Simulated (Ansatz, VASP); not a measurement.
**One calculation of La3AlN4, two programs**

The input POSCAR:

```
La3AlN4
1.0
    5.7668637011      0.0000000000      0.0793337530
    0.0000000000      3.7502733648      0.0000000000
    0.0855056388      0.0000000000      6.8752393134
Al La N
1 3 4
Direct
    0.0032499663      0.0000000000      0.6461291046
    0.0106932385      0.5000000000      0.1594750050
    0.5292052205      0.5000000000      0.8319656350
    0.5088389378      0.0000000000      0.3707048290
    0.6806321181      0.0000000000      0.6775664722
    0.5930168765      0.5000000000      0.1768768201
    0.1027492138      0.5000000000      0.7711750563
    0.0716144285      0.0000000000      0.3661070777
```

The input INCAR.step1:

```
SYSTEM = La3AlN4
PREC = Accurate
ENCUT = 520
ISMEAR = 0
SIGMA = 0.01
LREAL = .FALSE.
LASPH = .TRUE.
NELM = 100
NBANDS = 38
GGA = PE
ALGO = Normal
EDIFF = 1E-4
LWAVE = .TRUE.
LCHARG = .FALSE.
```

The input INCAR.step2:

```
SYSTEM = La3AlN4
PREC = Accurate
ENCUT = 520
EDIFF = 1E-6
ISMEAR = 0
SIGMA = 0.01
LREAL = .FALSE.
LASPH = .TRUE.
NELM = 100
ALGO = Normal
ISIF = 2
LWAVE = .FALSE.
LCHARG = .FALSE.
METAGGA = R2SCAN
LMIXTAU = .TRUE.
NBANDS = 38
ISTART = 1
```

KPOINTS

```
regular mesh
0
G
  4 8 4
  0 0 0
```

Input for Ansatz:

```yaml
crystal:
  lattice:
    - [5.7668637011, 0.0, 0.079333753]
    - [0.0, 3.7502733648, 0.0]
    - [0.0855056388, 0.0, 6.8752393134]
  atoms:
    - { symbol: Al, position: [0.0032499663, 0.0, 0.6461291046] }
    - { symbol: La, position: [0.0106932385, 0.5, 0.159475005] }
    - { symbol: La, position: [0.5292052205, 0.5, 0.831965635] }
    - { symbol: La, position: [0.5088389378, 0.0, 0.370704829] }
    - { symbol: "N", position: [0.6806321181, 0.0, 0.6775664722] }
    - { symbol: "N", position: [0.5930168765, 0.5, 0.1768768201] }
    - { symbol: "N", position: [0.1027492138, 0.5, 0.7711750563] }
    - { symbol: "N", position: [0.0716144285, 0.0, 0.3661070777] }
kpoints:
  mp_grid: { grid: [4, 8, 4] }
  band_path:
    path:
      - [0.0, 0.0, 0.0]
      - [0.0, -0.5, 0.0]
      - [0.0, -0.5, -0.5]
      - [0.0, 0.0, -0.5]
      - [-0.5, 0.0, -0.5]
      - [-0.5, -0.5, -0.5]
      - [-0.5, -0.5, 0.0]
      - [-0.5, 0.0, 0.0]
    npoints: 1
hamiltonian:
  xc: r2scan
scf:
  occupations: { method: fixed }
  n_extra_bands: 6
output:
  forces: true
  stress: true
  eigenvalues: true
  write_density: true
  write_potential: true
  elf: true
  volumetric_format: npy
```

Alike in both runs: task single point; functional r2SCAN; k mesh 4 × 8 × 4; no spin polarisation.

|  | VASP | Ansatz |
| --- | --- | --- |
| version | VASP 6.6.1 | Ansatz 0.2.0 |
| potentials or method | VASP PAW PBE potentials, release 64 (Al, La, N) | plane waves, PAW |
| plane-wave cutoff (eV) | 520 | 500 |
| occupations | gaussian, width 0.01 eV | fixed |
| valence electrons in the cell | 56 | 56 |

```tsv
	VASP	Ansatz	Ansatz less VASP
gap on the k mesh at the Fermi level (eV)	1.06	1.04	-0.017
pressure (GPa)	-0.3	0.0	+0.28
rms of the force components (eV/Å)	0.008	0.001	-0.0063
```

VASP's potentials were made for PBE, not for r2SCAN. Atom by atom the forces differ by 0.007 eV/Å (rms over components).

Neither program's run includes spin-orbit coupling.
